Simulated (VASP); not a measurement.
# NaI (Fm-3m) in VASP: further runs, part 2 of 2

VASP 6.6.1. Earlier steps stand in the parts before.

### 3 Single point, PBE (strain -0.015 along x and y, -0.015 along z)

INCAR

```
SYSTEM = NaI
PREC = Accurate
ENCUT = 520
EDIFF = 1E-6
ISMEAR = 0
SIGMA = 0.05
LREAL = .FALSE.
LASPH = .TRUE.
NELM = 100
ALGO = Normal
ISIF = 2
LWAVE = .FALSE.
LCHARG = .TRUE.
GGA = PE
LELF = .TRUE.
LVHAR = .TRUE.
NBANDS = 14
```

KPOINTS

```
Automatic mesh
0
G
  6 6 6
  0 0 0
```

POSCAR

```
NaI
1.0
    0.0000000000      3.1878540000      3.1878540000
    3.1878540000      0.0000000000      3.1878540000
    3.1878540000      3.1878540000      0.0000000000
Na I
1 1
Direct
    0.0000000000      0.0000000000      0.0000000000
    0.5000000000      0.5000000000      0.5000000000
```

Potentials or basis: VASP PAW PBE potentials, release 64 (Na_pv, I).

Started as:

```
> cat potpaw_PBE.64/Na_pv/POTCAR potpaw_PBE.64/I/POTCAR > POTCAR
> mpirun -np 1 vasp_std > vasp.out
```

OUTCAR:

```text
SYSTEM = NaI
   PREC = Accurate
   ENCUT = 520
   EDIFF = 1E-6
   ISMEAR = 0
   LREAL = .FALSE.
   LASPH = .TRUE.
   NELM = 100
   ISIF = 2
   GGA = PE

 ion  position               nearest neighbor table
   1  0.000  0.000  0.000-
   2  0.500  0.500  0.500-

  LATTYP: Found a face centered cubic cell.
 ALAT       =     6.3757080000

  Lattice vectors:

 A1 = (   0.0000000000,   3.1878540000,   3.1878540000)
 A2 = (   3.1878540000,   0.0000000000,   3.1878540000)
 A3 = (   3.1878540000,   3.1878540000,   0.0000000000)

Analysis of symmetry for initial positions (statically):
=====================================================================
 Subroutine PRICEL returns:
 Original cell was already a primitive cell.

 Routine SETGRP: Setting up the symmetry group for a
 face centered cubic supercell.

 Subroutine GETGRP returns: Found 48 space group operations
 (whereof 48 operations were pure point group operations)
 out of a pool of 48 trial point group operations.

The static configuration has the point symmetry O_h .

Analysis of symmetry for dynamics (positions and initial velocities):
=====================================================================
 Subroutine PRICEL returns:
 Original cell was already a primitive cell.

 Routine SETGRP: Setting up the symmetry group for a
 face centered cubic supercell.

 Subroutine GETGRP returns: Found 48 space group operations
 (whereof 48 operations were pure point group operations)
 out of a pool of 48 trial point group operations.

The dynamic configuration has the point symmetry O_h .

 Subroutine INISYM returns: Found 48 space group operations
 (whereof 48 operations are pure point group operations),
 and found     1 'primitive' translations

----------------------------------------------------------------------------------------

                                     Primitive cell

  volume of cell :      64.7926
[... 108 lines left out ...]
   IVDW    =     0    specifies the selected vdW correction
   LEPSILON=     F    determine dielectric tensor
   LRPA    =     F    only Hartree local field effects (RPA)
 non-spin polarized calculation
 Gauss-broadening in eV      SIGMA  =   0.05
  energy-cutoff  :      520.00
  volume of cell :       64.79
 maximum number of plane-waves:      1807
 NGX is ok and might be reduce to    36
   NGX = 17   NGY = 17   NGZ = 17

 number of electron      14.0000001 magnetization

 Free energy of the ion-electron system (eV)
  ---------------------------------------------------
  ext. energy  EPLUGINS =         0.00000000
  ---------------------------------------------------
  free energy    TOTEN  =        -5.36890761 eV

  energy without entropy =       -5.36890761  energy(sigma->0) =       -5.36890761

 E-fermi :   1.3692     XC(G=0):  -7.8889

 val. band max:        1.1313074106   @ k =   0.0000   0.0000   0.0000
 cond. band min:       4.8974186536   @ k =   0.0000   0.0000   0.0000
 fundamental gap:      3.7661112430
 Fermi energy:         1.3692289431

 k-point     1 :       0.0000    0.0000    0.0000
  band No.  band energies     occupation
      1     -21.2600      2.00000
      2     -21.2600      2.00000
      3     -21.2600      2.00000
      4     -10.0082      2.00000
      5       1.1313      2.00000
      6       1.1313      2.00000
      7       1.1313      2.00000
      8       4.8974      0.00000
      9       9.0587      0.00000
     10       9.0587      0.00000
     11       9.0587      0.00000
     12      10.9531      0.00000
     13      10.9531      0.00000
     14      11.5941      0.00000
[... 241 lines left out ...]
      1     -21.2642      2.00000
      2     -21.2628      2.00000
      3     -21.2622      2.00000
      4      -9.5536      2.00000
      5      -0.6736      2.00000
      6      -0.0677      2.00000
      7       0.1674      2.00000
      8       6.5643      0.00000
      9       7.6129      0.00000
     10       9.8384      0.00000
     11       9.8986      0.00000
     12      13.0116      0.00000
     13      13.8214      0.00000
     14      14.0227      0.00000

------------------------ aborting loop because EDIFF is reached ----------------------------------------

  FORCE on cell =-STRESS in cart. coord.  units (eV):
  Direction    XX          YY          ZZ          XY          YZ          ZX
  --------------------------------------------------------------------------------------
  -------------------------------------------------------------------------------------
  Total        0.5284217      0.5284217      0.5284217      0.0000000     -0.0000000      0.0000000
  in kB       13.0667017     13.0667017     13.0667017      0.0000000     -0.0000000      0.0000000
  external PRESSURE =      13.0667017 kB  Pullay stress =       0.0000000 kB

 VOLUME and BASIS-vectors are now :
 -----------------------------------------------------------------------------
  energy-cutoff  :      520.00
  volume of cell :       64.79
      direct lattice vectors                 reciprocal lattice vectors
     0.000000000  3.187854000  3.187854000    -0.156845326  0.156845326  0.156845326
     3.187854000  0.000000000  3.187854000     0.156845326 -0.156845326  0.156845326
     3.187854000  3.187854000  0.000000000     0.156845326  0.156845326 -0.156845326

 POSITION                                       TOTAL-FORCE (eV/Angst)
 -----------------------------------------------------------------------------------
      0.00000      0.00000      0.00000         0.000000     -0.000000     -0.000000
      3.18785      3.18785      3.18785         0.000000      0.000000      0.000000
 -----------------------------------------------------------------------------------
    total drift:                                0.000000      0.000000      0.000000

  FREE ENERGIE OF THE ION-ELECTRON SYSTEM (eV)
  ---------------------------------------------------
  free  energy   TOTEN  =        -5.3689076080 eV

  energy  without entropy=       -5.3689076080  energy(sigma->0) =       -5.36890761
```

OSZICAR:

```text
N       E                     dE             d eps       ncg     rms          rms(c)
DAV:   1     0.893200105349E+02    0.89320E+02   -0.66121E+03   448   0.904E+02
DAV:   2     0.125632984809E+01   -0.88064E+02   -0.81759E+02   472   0.238E+02
DAV:   3    -0.527656141511E+01   -0.65329E+01   -0.64945E+01   580   0.617E+01
DAV:   4    -0.542739320717E+01   -0.15083E+00   -0.15078E+00   558   0.977E+00
DAV:   5    -0.543092395148E+01   -0.35307E-02   -0.35307E-02   614   0.146E+00    0.168E+00
DAV:   6    -0.537491619125E+01    0.56008E-01   -0.64424E-02   544   0.149E+00    0.113E+00
DAV:   7    -0.536706970987E+01    0.78465E-02   -0.61144E-02   550   0.129E+00    0.606E-01
DAV:   8    -0.536892560173E+01   -0.18559E-02   -0.48715E-03   520   0.560E-01    0.178E-01
DAV:   9    -0.536889375960E+01    0.31842E-04   -0.20979E-04   544   0.128E-01    0.340E-02
DAV:  10    -0.536890677070E+01   -0.13011E-04   -0.32440E-05   562   0.592E-02    0.114E-02
DAV:  11    -0.536890760802E+01   -0.83731E-06   -0.41234E-06   562   0.203E-02
   1 F= -.53689076E+01 E0= -.53689076E+01  d E =-.574717E-13
```

It took 34 s on 1 thread of AMD EPYC 7R13, shared host; peak memory 0.18 GiB.

Results:

```
Free energy            : -5.3689 eV
Pressure               : 1.3 GPa
Band gap on the k mesh : 3.77 eV
```

Caveat: the cell differs from its parent crystal (strain -0.015 along x and y, -0.015 along z); spin-orbit coupling is left out, which moves the levels of the heavy elements.
